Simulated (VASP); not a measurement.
A run of VASP 6.6.1 is set up as follows.

File INCAR:

```
PREC     = Accurate       # precision mode
ENCUT    = 520            # plane-wave cutoff, eV
EDIFF    = 1E-6           # SCF threshold, eV
ISMEAR   = 0              # smearing method
SIGMA    = 0.03           # smearing width, eV
LREAL    = False          # projectors in reciprocal space
LASPH    = True           # aspherical terms in the spheres
NELM     = 60             # most SCF steps
ALGO     = Normal         # electronic algorithm
ISIF     = 2              # what is computed and relaxed
LWAVE    = False          # write WAVECAR
LCHARG   = True           # write CHGCAR
GGA      = PE             # functional
LELF     = True           # ELF
LVHAR    = True         
NBANDS   = 22             # bands
```

Contents of KPOINTS:

```
regular mesh
0
Gamma
  7 7 4
```

File POSCAR:

```
Cl
1.0
    3.1450000000     -2.2500000000      0.0000000000
    3.1450000000      2.2500000000      0.0000000000
    0.0000000000      0.0000000000      8.2100000000
Cl
4
Direct
    0.3700000000      0.6300000000      0.4000000000
    0.1300000000      0.8700000000      0.9000000000
    0.6300000000      0.3700000000      0.6000000000
    0.8700000000      0.1300000000      0.1000000000
```

Potentials or basis: VASP PAW PBE potentials, release 64 (Cl).

Command:

```sh
$ cat potpaw_PBE.64/Cl/POTCAR > POTCAR
$ mpirun -np 1 vasp_std > vasp.out
```

Q: What does it give for the pressure?

A: 0.3 GPa.

Q: Estimate the band gap on the k mesh.

A: 2.54 eV, indirect (least direct gap 2.59 eV).

Forces in eV/Å, atoms in the order of the input:
```
Cl   0.000 -0.160  0.070
Cl   0.000  0.160  0.070
Cl   0.000  0.160 -0.070
Cl   0.000 -0.160 -0.070
```

A k mesh can miss the band edges. A hybrid or GW would open this gap; PBE tends to underestimate it.
